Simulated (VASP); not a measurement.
# Sr2VNiO6 (I4/m) in VASP: single point with PBE

Aim: the single point of Sr2VNiO6 with PBE.

Everything below comes from runs of VASP 6.6.1. Logs are shortened: lines on timing, memory, paths and dates and some standing lists are left out, and cuts for length are marked.

## (1) The cell of the first run

Symmetry: I4/m, No. 87, tetragonal system. Conventional cell: a = 5.544 Å, b = 5.544 Å, c = 7.894 Å, α = 90.00°, β = 90.00°, γ = 90.00°. Within 2.5 Å of O (site symmetry m) lie 1 V at 1.91 Å and 1 Ni at 2.04 Å. O (site symmetry 4) has 1 V at 1.93 Å and 1 Ni at 2.01 Å within 2.6 Å. Within 2.5 Å of V (site symmetry 4/m) lie 6 O at 1.91 to 1.93 Å. Within 3.5 Å of Sr (site symmetry -4) lie 12 O at 2.62 to 2.96 Å and 4 V at 3.40 Å and 4 Ni at 3.40 Å. Ni (site symmetry 4/m) has 6 O at 2.01 to 2.04 Å within 2.7 Å.

## (2) Single point, PBE

Input file INCAR:

```
SYSTEM = Sr2VNiO6
PREC = Accurate
ENCUT = 700
EDIFF = 1E-6
ISMEAR = 0
SIGMA = 0.05
LREAL = .FALSE.
LASPH = .TRUE.
NELM = 120
ALGO = Normal
ISIF = 2
LWAVE = .FALSE.
LCHARG = .TRUE.
GGA = PE
LELF = .TRUE.
LVHAR = .TRUE.
ISYM = -1
NBANDS = 50
GGA_COMPAT = .FALSE.
KPAR = 1
```

Input file KPOINTS:

```
explicit points
63
Reciprocal
  0.10000000   0.10000000   0.10000000 2
  0.10000000   0.10000000   0.30000000 2
  0.10000000   0.10000000   0.50000000 2
  0.10000000   0.10000000   0.70000000 2
  0.10000000   0.10000000   0.90000000 2
  0.10000000   0.30000000   0.10000000 2
  0.10000000   0.30000000   0.30000000 2
  0.10000000   0.30000000   0.50000000 2
  0.10000000   0.30000000   0.70000000 2
  0.10000000   0.30000000   0.90000000 2
  0.10000000   0.50000000   0.10000000 2
  0.10000000   0.50000000   0.30000000 2
  0.10000000   0.50000000   0.50000000 2
  0.10000000   0.50000000   0.70000000 2
  0.10000000   0.50000000   0.90000000 2
  0.10000000   0.70000000   0.10000000 2
  0.10000000   0.70000000   0.30000000 2
  0.10000000   0.70000000   0.50000000 2
  0.10000000   0.70000000   0.70000000 2
  0.10000000   0.70000000   0.90000000 2
  0.10000000   0.90000000   0.10000000 2
  0.10000000   0.90000000   0.30000000 2
  0.10000000   0.90000000   0.50000000 2
  0.10000000   0.90000000   0.70000000 2
  0.10000000   0.90000000   0.90000000 2
  0.30000000   0.10000000   0.10000000 2
  0.30000000   0.10000000   0.30000000 2
  0.30000000   0.10000000   0.50000000 2
  0.30000000   0.10000000   0.70000000 2
  0.30000000   0.10000000   0.90000000 2
  0.30000000   0.30000000   0.10000000 2
  0.30000000   0.30000000   0.30000000 2
  0.30000000   0.30000000   0.50000000 2
  0.30000000   0.30000000   0.70000000 2
  0.30000000   0.30000000   0.90000000 2
  0.30000000   0.50000000   0.10000000 2
  0.30000000   0.50000000   0.30000000 2
  0.30000000   0.50000000   0.50000000 2
  0.30000000   0.50000000   0.70000000 2
  0.30000000   0.50000000   0.90000000 2
  0.30000000   0.70000000   0.10000000 2
  0.30000000   0.70000000   0.30000000 2
  0.30000000   0.70000000   0.50000000 2
  0.30000000   0.70000000   0.70000000 2
  0.30000000   0.70000000   0.90000000 2
  0.30000000   0.90000000   0.10000000 2
  0.30000000   0.90000000   0.30000000 2
  0.30000000   0.90000000   0.50000000 2
  0.30000000   0.90000000   0.70000000 2
  0.30000000   0.90000000   0.90000000 2
  0.50000000   0.10000000   0.10000000 2
  0.50000000   0.10000000   0.30000000 2
  0.50000000   0.10000000   0.50000000 2
  0.50000000   0.10000000   0.70000000 2
  0.50000000   0.10000000   0.90000000 2
  0.50000000   0.30000000   0.10000000 2
  0.50000000   0.30000000   0.30000000 2
  0.50000000   0.30000000   0.50000000 2
  0.50000000   0.30000000   0.70000000 2
  0.50000000   0.30000000   0.90000000 2
  0.50000000   0.50000000   0.10000000 2
  0.50000000   0.50000000   0.30000000 2
  0.50000000   0.50000000   0.50000000 1
```

Input file POSCAR:

```
Sr2VNiO6
1.0
    0.0000000000      5.5436650000      0.0000000000
    5.5436650000      0.0000000000      0.0000000000
    2.7718320000      2.7718320000     -3.9469840000
O V Sr Ni
6 1 2 1
Direct
    0.2270000000      0.2890000000      0.0000000000
    0.2890000000      0.7730000000      0.0000000000
    0.7730000000      0.7110000000      0.0000000000
    0.7110000000      0.2270000000      0.0000000000
    0.2550000000      0.2550000000      0.4900000000
    0.7450000000      0.7450000000      0.5100000000
    0.5000000000      0.5000000000      0.0000000000
    0.7500000000      0.2500000000      0.5000000000
    0.2500000000      0.7500000000      0.5000000000
    0.0000000000      0.0000000000      0.0000000000
```

Potentials or basis: VASP PAW PBE potentials, release 64 (O, V_sv, Sr_sv, Ni).

Started as:

```bash
> cat potpaw_PBE.64/O/POTCAR potpaw_PBE.64/V_sv/POTCAR potpaw_PBE.64/Sr_sv/POTCAR potpaw_PBE.64/Ni/POTCAR > POTCAR
> mpirun -np 4 vasp_std > vasp.out
```

OUTCAR:

```text
SYSTEM = Sr2VNiO6
   PREC = Accurate
   ENCUT = 700
   EDIFF = 1E-6
   ISMEAR = 0
   LREAL = .FALSE.
   LASPH = .TRUE.
   NELM = 120
   ISIF = 2
   GGA = PE
   ISYM = -1

 ion  position               nearest neighbor table
   1  0.227  0.289  0.000-   7 1.91  10 2.04   9 2.62   8 2.62   8 2.96   9 2.96
   2  0.289  0.773  0.000-   7 1.91  10 2.04   9 2.62   8 2.62   9 2.96   8 2.96
   3  0.773  0.711  0.000-   7 1.91  10 2.04   8 2.62   9 2.62   9 2.96   8 2.96
   4  0.711  0.227  0.000-   7 1.91  10 2.04   8 2.62   9 2.62   8 2.96   9 2.96
   5  0.255  0.255  0.490-   7 1.93  10 2.01   8 2.77   9 2.77   9 2.77   8 2.77
   6  0.745  0.745  0.510-   7 1.93  10 2.01   9 2.77   8 2.77   9 2.77   8 2.77
   7  0.500  0.500  0.000-   1 1.91   2 1.91   3 1.91   4 1.91   5 1.93   6 1.93   8 3.40   9 3.40
                             8 3.40   9 3.40   9 3.40   8 3.40   9 3.40   8 3.40
   8  0.750  0.250  0.500-   4 2.62   3 2.62   1 2.62   2 2.62   5 2.77   6 2.77   5 2.77   6 2.77
                             4 2.96   1 2.96   3 2.96   2 2.96  10 3.40  10 3.40   7 3.40   7 3.40
   9  0.250  0.750  0.500-   2 2.62   1 2.62   3 2.62   4 2.62   5 2.77   6 2.77   5 2.77   6 2.77
                             2 2.96   3 2.96   1 2.96   4 2.96   7 3.40  10 3.40   7 3.40  10 3.40
  10  0.000  0.000  0.000-   6 2.01   5 2.01   2 2.04   3 2.04   4 2.04   1 2.04   9 3.40   8 3.40
                             8 3.40   9 3.40   8 3.40   9 3.40   8 3.40   9 3.40

IMPORTANT INFORMATION: All symmetrisations will be switched off!
NOSYMM: (Re-)initialisation of all symmetry stuff for point group C_1.

----------------------------------------------------------------------------------------

                                     Primitive cell

  volume of cell :     121.2996

  direct lattice vectors                    reciprocal lattice vectors
     0.000000000  5.543665000  0.000000000     0.000000000  0.180386080  0.126678981
     5.543665000  0.000000000  0.000000000     0.180386080  0.000000000  0.126678981
     2.771832000  2.771832000 -3.946984000     0.000000000  0.000000000 -0.253358007

  length of vectors
     5.543665000  5.543665000  5.562803966     0.220423915  0.220423915  0.253358007

  position of ions in fractional coordinates (direct lattice)
     0.227000000  0.289000000  0.000000000
     0.289000000  0.773000000  0.000000000
     0.773000000  0.711000000  0.000000000
     0.711000000  0.227000000  0.000000000
     0.255000000  0.255000000  0.490000000
     0.745000000  0.745000000  0.510000000
     0.500000000  0.500000000  0.000000000
     0.750000000  0.250000000  0.500000000
     0.250000000  0.750000000  0.500000000
     0.000000000  0.000000000  0.000000000

  ion indices of the primitive-cell ions
   primitive index   ion index
                 1           1
                 2           2
                 3           3
                 4           4
                 5           5
[... 75 lines left out ...]
   EFERMI_NEDOS =   21; number of points for ismear=-14 and -15
   IALGO  =     38    algorithm
   IMIX   =      4    mixing-type and parameters
     AMIX     =   0.40;   BMIX     =  1.00
     AMIX_MAG =   1.60;   BMIX_MAG =  1.00
  volume/ion in A,a.u.               =      12.13        81.86
  Fermi-wavevector in a.u.,A,eV,Ry     =   1.419049  2.681614 27.398056  2.013700
  Thomas-Fermi vector in A             =   2.540110
   LORBIT       =      0    0 simple, 1 ext, 2 COOP (PROOUT), +10 PAW based schemes
   GGA     = PE    functional components
   LHFCALC =     F    Hartree Fock is set to
   AEXX    =    0.0000 exact exchange contribution
   IVDW    =     0    specifies the selected vdW correction
   LEPSILON=     F    determine dielectric tensor
   LRPA    =     F    only Hartree local field effects (RPA)
 non-spin polarized calculation
 Gauss-broadening in eV      SIGMA  =   0.05
  energy-cutoff  :      700.00
  volume of cell :      121.30
 maximum number of plane-waves:      5120
 NGX is ok and might be reduce to    48
   NGX = 23   NGY = 23   NGZ = 25

 number of electron      78.9999990 magnetization

 Free energy of the ion-electron system (eV)
  ---------------------------------------------------
  ext. energy  EPLUGINS =         0.00000000
  ---------------------------------------------------
  free energy    TOTEN  =       -69.47922696 eV

  energy without entropy =      -69.47275427  energy(sigma->0) =      -69.47599061

 E-fermi :   3.8705     XC(G=0): -11.1111

 val. band max:        3.8545392317   @ k =   0.3000   0.3000   0.7000
 cond. band min:       3.8844323479   @ k =   0.3000   0.7000   0.7000
 fundamental gap:      0.0298931162
 Fermi energy:         3.8704907391

 k-point     1 :       0.1000    0.1000    0.1000
  band No.  band energies     occupation
      1     -61.7064      2.00000
      2     -35.5037      2.00000
      3     -35.5010      2.00000
      4     -35.4967      2.00000
      5     -29.1718      2.00000
      6     -29.1177      2.00000
[... 1285 lines left out ...]
     50      11.4793      0.00000
     51      11.7764      0.00000

 [... further k-points ...]

 [bands above 51 left out]

------------------------ aborting loop because EDIFF is reached ----------------------------------------

  FORCE on cell =-STRESS in cart. coord.  units (eV):
  Direction    XX          YY          ZZ          XY          YZ          ZX
  --------------------------------------------------------------------------------------
  -------------------------------------------------------------------------------------
  Total       -6.2411805     -6.2084605     -5.5999126     -0.0517913     -0.0000147     -0.0000200
  in kB      -82.4362075    -82.0040271    -73.9660641     -0.6840815     -0.0001941     -0.0002642
  external PRESSURE =     -79.4687662 kB  Pullay stress =       0.0000000 kB

 VOLUME and BASIS-vectors are now :
 -----------------------------------------------------------------------------
  energy-cutoff  :      700.00
  volume of cell :      121.30
      direct lattice vectors                 reciprocal lattice vectors
     0.000000000  5.543665000  0.000000000     0.000000000  0.180386080  0.126678981
     5.543665000  0.000000000  0.000000000     0.180386080  0.000000000  0.126678981
     2.771832000  2.771832000 -3.946984000     0.000000000  0.000000000 -0.253358007

 POSITION                                       TOTAL-FORCE (eV/Angst)
 -----------------------------------------------------------------------------------
      1.60212      1.25841      0.00000        -0.244351     -0.082195     -0.000002
      4.28525      1.60212      0.00000         0.059272     -0.203606     -0.000001
      3.94155      4.28525      0.00000         0.244340      0.082183     -0.000003
      1.25841      3.94155      0.00000        -0.059271      0.203594     -0.000002
      2.77183      2.77183     -1.93402        -0.000000      0.000003      0.032259
      5.54366      5.54366     -2.01296        -0.000004     -0.000000     -0.032235
      2.77183      2.77183      0.00000         0.000008      0.000007     -0.000005
      2.77183      5.54366     -1.97349        -0.000000      0.000006     -0.001529
      5.54366      2.77183     -1.97349         0.000001      0.000010      0.001523
      0.00000      0.00000      0.00000         0.000005     -0.000000     -0.000004
 -----------------------------------------------------------------------------------
    total drift:                               -0.000020     -0.000033      0.000014

  FREE ENERGIE OF THE ION-ELECTRON SYSTEM (eV)
  ---------------------------------------------------
  free  energy   TOTEN  =       -69.4792269617 eV

  energy  without entropy=      -69.4727542662  energy(sigma->0) =      -69.47599061
```

It took 7.7 min on 4 MPI ranks of AMD EPYC 7R43 (Zen 3), shared host; peak memory 0.36 GiB.

What came out:

```
Free energy            : -69.4792 eV
Pressure               : -7.9 GPa
Largest force          : 0.258 eV/Å
Band gap on the k mesh : zero (an odd number of electrons rules out a gap without spin polarisation)
```

Forces in eV/Å, atoms in the order of the input:
```
O   -0.244 -0.082  0.000
O    0.059 -0.204  0.000
O    0.244  0.082  0.000
O   -0.059  0.204  0.000
O    0.000  0.000  0.032
O    0.000  0.000 -0.032
V    0.000  0.000  0.000
Sr   0.000  0.000 -0.002
Sr   0.000  0.000  0.002
Ni   0.000  0.000  0.000
```

Caveat: the cell stands under tension; an odd number of electrons without spin polarisation forces a metal; a magnetic or distorted state may lie lower; the run has no spin polarisation, though such a crystal can be magnetic; semilocal functionals often make such compounds metallic where correlation or magnetic order opens a gap, which also shifts bond lengths. With open d or f shells a metallic result of PBE can be an artefact of self-interaction; +U or a hybrid may open a gap.

The gap in the log of VASP goes by the Fermi energy; the results here count the filled bands.